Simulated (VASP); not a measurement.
# ZrAs2S2 (P3m1) in VASP: single point with PBE+D3(BJ)

Aim: the single point of ZrAs2S2 with PBE+D3(BJ).

Program: VASP 6.6.1. These are calculated values, not measurements. Logs are shortened: lines on timing, memory, paths and dates and some standing lists are left out, and cuts for length are marked.

### 1 The cell of the first run

It takes space group P3m1 (No. 156, trigonal). Conventional cell: a = 3.609 Å, b = 3.609 Å, c = 9.759 Å, α = 90.00°, β = 90.00°, γ = 120.00°. Zr (site symmetry 3m) has 6 S at 2.56 to 2.57 Å within 3.4 Å. Within 3.3 Å of As (site symmetry 3m) lie 3 As at 2.49 Å. As (site symmetry 3m) has 3 As at 2.49 Å and 3 S at 3.33 Å within 3.4 Å. S (site symmetry 3m) has 3 Zr at 2.57 Å and 3 As at 3.33 Å within 3.4 Å. S (site symmetry 3m) has 3 Zr at 2.56 Å and 3 As at 3.51 Å and 9 S at 3.61 to 3.63 Å within 3.7 Å.

### 2 Single point, PBE+D3(BJ)

Input file POSCAR:

```
ZrAs2S2
1.0
    3.6087535885      0.0000000000      0.0000000000
   -1.8043767943      3.1252722837      0.0000000000
    0.0000000000      0.0000000000      9.7590025415
Zr As S
1 2 2
Direct
    0.0000000000      0.0000000000      0.1395801015
    0.0000000000      0.0000000000      0.6992042356
    0.3333333333      0.6666666667      0.5590182555
    0.6666666667      0.3333333333      0.2932268445
    0.3333333333      0.6666666667      0.9880287328
```

Input file INCAR.step1:

```
  PREC = Accurate
  ENCUT = 520
  EDIFF = 1E-7
  ISMEAR = 0
  SIGMA = 0.1
  LREAL = False
  LASPH = True
  NELM = 100
  ALGO = Normal
  ISIF = 2
  LWAVE = False
  LCHARG = True
  LMAXMIX = 4
  GGA = PE
  IVDW = 12
  NBANDS = 25
```

Input file KPOINTS.step1:

```
Automatic mesh
0
Gamma
  12 12 4
```

Input file INCAR.step2:

```
  PREC = Accurate
  ENCUT = 520
  EDIFF = 1E-7
  ISMEAR = -5
  SIGMA = 0.1
  LREAL = False
  LASPH = True
  NELM = 100
  ALGO = Normal
  ISIF = 2
  LWAVE = False
  LCHARG = False
  LMAXMIX = 4
  GGA = PE
  IVDW = 12
  LORBIT = 10
  NEDOS = 1001
  ICHARG = 11
```

Input file KPOINTS.step2:

```
Automatic mesh
0
Gamma
  18 18 6
```

Potentials or basis: VASP PAW PBE potentials, release 64 (Zr_sv, As, S).

Run with:

```bash
$ cat potpaw_PBE.64/Zr_sv/POTCAR potpaw_PBE.64/As/POTCAR potpaw_PBE.64/S/POTCAR > POTCAR
$ cp INCAR.step1 INCAR
$ cp KPOINTS.step1 KPOINTS
$ mpirun -np 1 vasp_std > vasp.out
$ cp INCAR.step2 INCAR
$ cp KPOINTS.step2 KPOINTS
$ mpirun -np 1 vasp_std > vasp.out
```

OUTCAR:

```text
PREC = Accurate
   ENCUT = 520
   EDIFF = 1E-7
   ISMEAR = -5
   LREAL = False
   LASPH = True
   NELM = 100
   ISIF = 2
   GGA = PE
   IVDW = 12
   LORBIT = 10
   ICHARG = 11
 IVDW          = 12

 ion  position               nearest neighbor table
   1  0.000  0.000  0.140-   5 2.56   5 2.56   5 2.56   4 2.57   4 2.57   4 2.57
   2  0.000  0.000  0.699-   3 2.49   3 2.49   3 2.49
   3  0.333  0.667  0.559-   2 2.49   2 2.49   2 2.49
   4  0.667  0.333  0.293-   1 2.57   1 2.57   1 2.57
   5  0.333  0.667  0.988-   1 2.56   1 2.56   1 2.56

  LATTYP: Found a hexagonal cell.
 ALAT       =     3.6087535885
 C/A-ratio  =     2.7042584932

  Lattice vectors:

 A1 = (   3.6087535885,   0.0000000000,   0.0000000000)
 A2 = (  -1.8043767943,   3.1252722837,   0.0000000000)
 A3 = (   0.0000000000,   0.0000000000,   9.7590025415)

Analysis of symmetry for initial positions (statically):
=====================================================================
 Subroutine PRICEL returns:
 Original cell was already a primitive cell.

 Routine SETGRP: Setting up the symmetry group for a
 hexagonal supercell.

 Subroutine GETGRP returns: Found  6 space group operations
 (whereof  6 operations were pure point group operations)
 out of a pool of 24 trial point group operations.

The static configuration has the point symmetry C_3v.

Analysis of symmetry for dynamics (positions and initial velocities):
=====================================================================
 Subroutine PRICEL returns:
 Original cell was already a primitive cell.

 Routine SETGRP: Setting up the symmetry group for a
 hexagonal supercell.

 Subroutine GETGRP returns: Found  6 space group operations
 (whereof  6 operations were pure point group operations)
 out of a pool of 24 trial point group operations.

The dynamic configuration has the point symmetry C_3v.

 Subroutine INISYM returns: Found  6 space group operations
 (whereof  6 operations are pure point group operations),
 and found     1 'primitive' translations

----------------------------------------------------------------------------------------

                                     Primitive cell

  volume of cell :     110.0653

  direct lattice vectors                    reciprocal lattice vectors
     3.608753588  0.000000000  0.000000000     0.277103985  0.159986060  0.000000000
    -1.804376794  3.125272284  0.000000000     0.000000000  0.319972121  0.000000000
     0.000000000  0.000000000  9.759002541     0.000000000  0.000000000  0.102469489

  length of vectors
     3.608753588  3.608753589  9.759002541     0.319972121  0.319972121  0.102469489

  position of ions in fractional coordinates (direct lattice)
     0.000000000  0.000000000  0.139580102
     0.000000000  0.000000000  0.699204236
     0.333333333  0.666666667  0.559018255
     0.666666667  0.333333333  0.293226844
     0.333333333  0.666666667  0.988028733

  ion indices of the primitive-cell ions
   primitive index   ion index
                 1           1
                 2           2
                 3           3
                 4           4
                 5           5

----------------------------------------------------------------------------------------

 KPOINTS: Automatic mesh

Automatic generation of k-mesh.
 Grid dimensions read from file:
 generate k-points for:   18   18    6

 Generating k-lattice:

  Cartesian coordinates                     Fractional coordinates (reciprocal lattice)
     0.015394666  0.008888114  0.000000000     0.055555556 -0.000000000  0.000000000
     0.000000000  0.017776229  0.000000000     0.000000000  0.055555556  0.000000000
     0.000000000  0.000000000  0.017078248     0.000000000  0.000000000  0.166666667

  Length of vectors
     0.017776229  0.017776229  0.017078248

  Shift w.r.t. Gamma in fractional coordinates (k-lattice)
     0.000000000  0.000000000  0.000000000

 TETIRR: Found   2825 inequivalent tetrahedra from    11664

 Subroutine IBZKPT returns following result:
 ===========================================

 Found    202 irreducible k-points:

 Following reciprocal coordinates:
            Coordinates               Weight
  0.000000  0.000000  0.000000      1.000000
  0.055556  0.000000  0.000000      6.000000
  0.111111  0.000000  0.000000      6.000000
  0.166667  0.000000  0.000000      6.000000
  0.222222  0.000000  0.000000      6.000000
  0.277778  0.000000  0.000000      6.000000
[... 16 lines left out ...]
  0.333333  0.111111  0.000000     12.000000
  0.388889  0.111111  0.000000     12.000000
 [... further k-points ...]
   k-points           NKPTS =    202   k-points in BZ     NKDIM =    202   number of bands    NBANDS=     21
   number of dos      NEDOS =   1001   number of ions     NIONS =      5
   total plane-waves  NPLWV =  62720
   dimension x,y,z NGX =    28 NGY =   28 NGZ =   80
   dimension x,y,z NGXF=    56 NGYF=   56 NGZF=  160
   ions per type =               1   2   2
   NGX,Y,Z   is equivalent  to a cutoff of  12.90, 12.90, 13.63 a.u.
   NGXF,Y,Z  is equivalent  to a cutoff of  25.80, 25.80, 27.26 a.u.
 SYSTEM =  unknown system
   PREC   = accura    normal or accurate (medium, high low for compatibility)
   ISTART =      0    job   : 0-new  1-cont  2-samecut
   ICHARG =     11    charge: 1-file 2-atom 10-const
   ISPIN  =      1    spin polarized calculation?
   LNONCOLLINEAR =      F non collinear calculations
   LSORBIT =      F    spin-orbit coupling
   LASPH  =      T    aspherical Exc in radial PAW
   ENCUT  =  520.0 eV  38.22 Ry    6.18 a.u.   6.71  6.71 18.15*2*pi/ulx,y,z
   NELM   =    100;   NELMIN=  2; NELMDL=  0     # of ELM steps
   EDIFF  = 0.1E-06   stopping-criterion for ELM
   LREAL  =      F    real-space projection
   EDIFFG = 0.1E-05   stopping-criterion for IOM
   NSW    =      0    number of steps for IOM
   IBRION =     -1    ionic relax: 0-MD 1-quasi-New 2-CG
   NFREE  =      0    steps in history (QN), initial steepest desc. (CG)
   ISIF   =      2    stress and relaxation
   ISYM   =      2    0-nonsym 1-usesym 2-fastsym
   POTIM  = 0.5000    time-step for ionic-motion
   TEBEG  =    0.0;   TEEND  =   0.0 temperature during run
   PSTRESS=    0.0 pullay stress
   NELECT =      34.0000    total number of electrons
   NUPDOWN=      -1.0000    fix difference up-down
   EMIN   =  10.00;   EMAX   =-10.00  energy-range for DOS
   EFERMI =   0.00;   METHOD = LEGACY
   ISMEAR =    -5;   SIGMA  =   0.10  broadening in eV -4-tet -1-fermi 0-gaus
   EFERMI_NEDOS =   21; number of points for ismear=-14 and -15
   IALGO  =     38    algorithm
   IMIX   =      4    mixing-type and parameters
     AMIX     =   0.40;   BMIX     =  1.00
     AMIX_MAG =   1.60;   BMIX_MAG =  1.00
  volume/ion in A,a.u.               =      22.01       148.55
  Fermi-wavevector in a.u.,A,eV,Ry     =   1.106669  2.091301 16.663268  1.224716
  Thomas-Fermi vector in A             =   2.243173
   LORBIT       =     10    0 simple, 1 ext, 2 COOP (PROOUT), +10 PAW based schemes
   GGA     = PE    functional components
   LHFCALC =     F    Hartree Fock is set to
   AEXX    =    0.0000 exact exchange contribution
   IVDW    =    12    specifies the selected vdW correction
   LEPSILON=     F    determine dielectric tensor
   LRPA    =     F    only Hartree local field effects (RPA)
 non-spin polarized calculation
 Fermi weights with tetrahedron method with Bloechl corrections
  energy-cutoff  :      520.00
  volume of cell :      110.07
 maximum number of plane-waves:      3013
 NGX is ok and might be reduce to    28

 number of electron      34.0000002 magnetization

 Free energy of the ion-electron system (eV)
  ---------------------------------------------------
  ext. energy  EPLUGINS =         0.00000000
  ---------------------------------------------------
  free energy    TOTEN  =       -30.62492183 eV

  energy without entropy =      -30.62492183  energy(sigma->0) =      -30.62492183

 E-fermi :   5.4757     XC(G=0):  -9.8053

 val. band max:        5.4858703437   @ k =   0.1111   0.0556   0.3333
 cond. band min:       5.4655262532   @ k =   0.5000   0.0000   0.0000
 fundamental gap:     -0.0203440905
 Fermi energy:         5.4756533286

 k-point     1 :       0.0000    0.0000    0.0000
  band No.  band energies     occupation
      1     -44.2667      2.00000
      2     -22.3472      2.00000
      3     -22.1868      2.00000
      4     -22.1868      2.00000
      5      -8.7523      2.00000
      6      -8.0743      2.00000
[... 13 lines left out ...]
     20       7.1410      0.00000
     21       7.3166      0.00000

 k-point     2 :       0.0556    0.0000    0.0000
  band No.  band energies     occupation
      1     -44.2660      2.00000
      2     -22.3451      2.00000
      3     -22.1963      2.00000
      4     -22.1888      2.00000
      5      -8.7124      2.00000
      6      -8.0401      2.00000
[... 13 lines left out ...]
     20       7.1984      0.00000
     21       7.5918      0.00000

 k-point     3 :       0.1111    0.0000    0.0000
  band No.  band energies     occupation
      1     -44.2639      2.00000
      2     -22.3391      2.00000
      3     -22.2236      2.00000
      4     -22.1946      2.00000
      5      -8.5936      2.00000
      6      -7.9400      2.00000
[... 13 lines left out ...]
     20       7.2745      0.00000
     21       7.7699      0.00000
[... 457 lines left out ...]
 k-point    23 :       0.3333    0.1111    0.0000
  band No.  band energies     occupation
      1     -44.2449      2.00000
      2     -22.4509      2.00000
      3     -22.2830      2.00000
      4     -22.2659      2.00000
      5      -7.3271      2.00000
      6      -7.0209      2.00000
[... 13 lines left out ...]
     20       7.7060      0.00000
     21       8.2680      0.00000

 k-point    24 :       0.3889    0.1111    0.0000
  band No.  band energies     occupation
      1     -44.2430      2.00000
      2     -22.4731      2.00000
      3     -22.2775      2.00000
      4     -22.2731      2.00000
      5      -7.2990      2.00000
      6      -6.8894      2.00000
[... 13 lines left out ...]
     20       7.8610      0.00000
     21       8.2299      0.00000

 [... further k-points ...]

------------------------ aborting loop because EDIFF is reached ----------------------------------------

 Edisp (eV)   -1.89470

 E8    (eV) :    -0.8030

  FORCE on cell =-STRESS in cart. coord.  units (eV):
  Direction    XX          YY          ZZ          XY          YZ          ZX
  --------------------------------------------------------------------------------------
  -------------------------------------------------------------------------------------
  Total       0.09666     0.09666     0.00470    -0.00000     0.00000    -0.00000
  in kB       1.40700     1.40700     0.06845    -0.00000     0.00000    -0.00000
  external pressure =        0.96 kB  Pullay stress =        0.00 kB

 VOLUME and BASIS-vectors are now :
 -----------------------------------------------------------------------------
  energy-cutoff  :      520.00
  volume of cell :      110.07
      direct lattice vectors                 reciprocal lattice vectors
     3.608753588  0.000000000  0.000000000     0.277103985  0.159986060  0.000000000
    -1.804376794  3.125272284  0.000000000     0.000000000  0.319972121  0.000000000
     0.000000000  0.000000000  9.759002541     0.000000000  0.000000000  0.102469489

 POSITION                                       TOTAL-FORCE (eV/Angst)
 -----------------------------------------------------------------------------------
      0.00000      0.00000      1.36216        -0.000000     -0.000000     -0.002675
      0.00000      0.00000      6.82354        -0.000000     -0.000000      0.101118
     -0.00000      2.08351      5.45546        -0.000000     -0.000000     -0.101968
      1.80438      1.04176      2.86160         0.000000     -0.000000     -0.004684
     -0.00000      2.08351      9.64217        -0.000000      0.000000      0.008209
 -----------------------------------------------------------------------------------
    total drift:                                0.000027     -0.000016     -0.000310

  FREE ENERGIE OF THE ION-ELECTRON SYSTEM (eV)
  ---------------------------------------------------
  free  energy   TOTEN  =       -32.5196178773 eV

  energy  without entropy=      -32.5196178773  energy(sigma->0) =      -32.51961788

 total charge

# of ion       s       p       d       tot
------------------------------------------
    1        2.171   6.022   1.483   9.676
    2        1.302   1.371   0.044   2.718
    3        1.304   1.362   0.047   2.713
    4        1.347   2.406   0.000   3.753
    5        1.347   2.413   0.000   3.760
--------------------------------------------------
tot          7.471  13.574   1.575  22.620
```

It took 6.3 min on 1 thread of Intel Xeon Platinum 8488C (Sapphire Rapids), shared host; peak memory 0.61 GiB.

What came out:

```yaml
Valence_electrons_inside_the_program's_atomic_spheres: Zr 9.68; As 2.72, 2.71; S 3.75, 3.76
Dispersion_energy_per_atom: -0.379 eV
```

Levels at points of the mesh, in eV from the Fermi level:
| k point | band 14 | band 15 | band 16 | band 17 | band 18 | band 19 | band 20 | band 21 |
| --- | --- | --- | --- | --- | --- | --- | --- | --- |
| (0.00, 0.00, 0.00) | -1.16 | -0.65 | -0.65 | -0.40 | 0.70 | 0.70 | 1.67 | 1.84 |
| (0.50, 0.00, 0.00) | -2.71 | -2.64 | -1.94 | -1.91 | -0.01 | 1.63 | 2.58 | 2.89 |
| (0.00, 0.00, 0.50) | -1.19 | -0.62 | -0.62 | 0.71 | 0.71 | 0.71 | 1.11 | 2.00 |
| (0.50, 0.00, 0.50) | -2.73 | -2.49 | -2.08 | -1.28 | -0.24 | 1.57 | 2.58 | 2.69 |
